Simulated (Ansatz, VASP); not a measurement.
Two plane-wave programs on PbSe

```
Pb Se
1.0
     0.00000    3.07727    3.07727
     3.07727    0.00000    3.07727
     3.07727    3.07727    0.00000
Pb Se
1 1
Direct
  0.00000 0.00000 0.00000
  0.50000 0.50000 0.50000
```

Alike in both runs: task single point; functional PBE; k mesh 6 × 6 × 6; no spin polarisation.

```csv
,VASP,Ansatz
version,VASP 6.6.1,Ansatz 0.2.0
potentials or method,"VASP PAW PBE potentials, release 64 (Pb_d, Se)","plane waves, PAW"
plane-wave cutoff (eV),520,420
occupations,"gaussian, width 0.01 eV",fixed
valence electrons in the cell,20,30
```

|  | VASP | Ansatz | Ansatz less VASP |
| --- | --- | --- | --- |
| gap on the k mesh at the Fermi level (eV) | 0.35 | 0.34 | -0.005 |
| pressure (GPa) | 1.5 | 1.5 | +0.02 |

VASP's potentials hold 20 valence electrons a cell and Ansatz's 30, so a difference there can come from the potentials and not from the codes.

Neither program's run includes spin-orbit coupling.
